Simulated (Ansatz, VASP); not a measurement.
## Two plane-wave programs on Cu

The input INCAR:

```
PREC     = Accurate       # precision mode
ENCUT    = 520            # plane-wave cutoff, eV
EDIFF    = 1E-7           # SCF threshold, eV
ISMEAR   = -1             # smearing method
SIGMA    = 0.1            # smearing width, eV
LREAL    = F              # projectors in reciprocal space
LASPH    = T              # aspherical terms in the spheres
NELM     = 100            # most SCF steps
ALGO     = Normal         # electronic algorithm
ISIF     = 2              # what is computed and relaxed
LWAVE    = F              # write WAVECAR
LCHARG   = F              # write CHGCAR
GGA      = RP             # functional
NBANDS   = 24             # bands
```

File KPOINTS:

```
regular mesh
0
Gamma
  10 10 14
```

File POSCAR:

```
Cu
1.0
    4.3367791203      0.0000000000      0.0000000000
   -2.1683895602      3.7557608888      0.0000000000
    0.0000000000      0.0000000000      2.6054021871
Cu
3
Direct
    0.0000000000      0.0000000000      0.0000000000
    0.3333333333      0.6666666667      0.5000000000
    0.6666666667      0.3333333333      0.5000000000
```

Input for Ansatz:

```yaml
crystal:
  lattice:
    - [4.3367791203, 0.0, 0.0]
    - [-2.1683895602, 3.7557608888, 0.0]
    - [0.0, 0.0, 2.6054021871]
  atoms:
    - { symbol: Cu, position: [0.0, 0.0, 0.0] }
    - { symbol: Cu, position: [0.3333333333, 0.6666666667, 0.5] }
    - { symbol: Cu, position: [0.6666666667, 0.3333333333, 0.5] }
hamiltonian:
  xc: rpbe
  pseudopotentials:
    kind: paw
    azcp:
      Cu: "pseudopotentials/Cu.paw.azcp"
basis:
  ecutwfc: 420
  fft_grid_basis: typed
kpoints:
  mp_grid: { grid: [10, 10, 14], shift: [0, 0, 0] }
magnetization:
  spin_polarized: false
scf:
  occupations: { method: fermi_dirac, width: 0.1 }
  lower_state_search: "off"
output:
  stress: true
  write_density: true
  write_potential: true
  elf: true
  volumetric_format: npy
```

Alike in both runs: task single point; functional RPBE; k mesh 10 × 10 × 14; occupations fermi-dirac, width 0.1 eV; no spin polarisation.

|  | VASP | Ansatz |
| --- | --- | --- |
| version | VASP 6.6.1 | Ansatz 0.2.0 |
| potentials or method | VASP PAW PBE potentials, release 64 (Cu), cutoff 520 eV | plane waves (420 eV) with PAW, scalar-relativistic |
| valence electrons in the cell | 33 | 57 |

|  | VASP | Ansatz | Ansatz less VASP |
| --- | --- | --- | --- |
| pressure (GPa) | -9.5 | -10.0 | -0.45 |

VASP's potentials were made for PBE, not for RPBE. VASP's potentials hold 33 valence electrons a cell and Ansatz's 57, so a difference there can come from the potentials and not from the codes.
